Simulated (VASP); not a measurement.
A run of VASP 6.6.1:

POSCAR

```
SnTe
1.0
    0.0000000000      3.1893303349      3.1893303349
    3.1893303349      0.0000000000      3.1893303349
    3.1893303349      3.1893303349      0.0000000000
Sn Te
1 1
Direct
    0.0000000000      0.0000000000      0.0000000000
    0.5000000000      0.5000000000      0.5000000000
```

The input INCAR.step1:

```
SYSTEM = SnTe
PREC     = Accurate       ! precision mode
ENCUT    = 520            ! plane-wave cutoff, eV
EDIFF    = 1E-5           ! SCF threshold, eV
ISMEAR   = -1             ! smearing method
SIGMA    = 0.02           ! smearing width, eV
LREAL    = .FALSE.        ! projectors in reciprocal space
LASPH    = .TRUE.         ! aspherical terms in the spheres
NELM     = 150            ! most SCF steps
ALGO     = Normal         ! electronic algorithm
ISIF     = 2              ! what is computed and relaxed
LWAVE    = .TRUE.         ! write WAVECAR
LCHARG   = .FALSE.        ! write CHGCAR
LNONCOLLINEAR= .TRUE.         ! non-collinear magnetism
MAGMOM   = 0 0 0 0 0 0    ! initial moments
LORBIT   = 11             ! projections on sites
LSORBIT  = .TRUE.         ! spin-orbit coupling
GGA_COMPAT= .FALSE.      
LORBMOM  = .TRUE.       
GGA      = PE             ! functional
NBANDS   = 32             ! bands
KPAR     = 4
```

The input INCAR.step2:

```
SYSTEM = SnTe
PREC     = Accurate       ! precision mode
ENCUT    = 520            ! plane-wave cutoff, eV
EDIFF    = 1E-6           ! SCF threshold, eV
ISMEAR   = -1             ! smearing method
SIGMA    = 0.02           ! smearing width, eV
LREAL    = .FALSE.        ! projectors in reciprocal space
LASPH    = .TRUE.         ! aspherical terms in the spheres
NELM     = 150            ! most SCF steps
ALGO     = Normal         ! electronic algorithm
ISIF     = 2              ! what is computed and relaxed
LWAVE    = .FALSE.        ! write WAVECAR
LCHARG   = .FALSE.        ! write CHGCAR
LNONCOLLINEAR= .TRUE.         ! non-collinear magnetism
MAGMOM   = 0 0 0 0 0 0    ! initial moments
LORBIT   = 11             ! projections on sites
LSORBIT  = .TRUE.         ! spin-orbit coupling
GGA_COMPAT= .FALSE.      
LORBMOM  = .TRUE.       
GGA      = PE             ! functional
LHFCALC  = .TRUE.         ! exact exchange
HFSCREEN = 0.2079         ! screening, 1/A
PRECFOCK = Normal       
ISTART   = 1            
NBANDS   = 32             ! bands
KPAR     = 4
```

Contents of KPOINTS:

```
regular mesh
0
G
  4 4 4
  0 0 0
```

Potentials or basis: VASP PAW PBE potentials, release 64 (Sn_d, Te).

The run is started by

```bash
$ cat potpaw_PBE.64/Sn_d/POTCAR potpaw_PBE.64/Te/POTCAR > POTCAR
$ cp INCAR.step1 INCAR
$ mpirun -np 4 vasp_ncl > vasp.out
$ cp INCAR.step2 INCAR
$ mpirun -np 4 vasp_ncl > vasp.out
```

Hardware: 4 MPI ranks on Intel(R) Xeon(R) Platinum 8488C (Sapphire Rapids), on a shared host.

How long does it take, and how much memory?

Wall time 21 min on 4 MPI ranks on Intel(R) Xeon(R) Platinum 8488C (Sapphire Rapids), with other jobs on the host, peak memory 0.51 GiB a rank. Counts: k points 8.
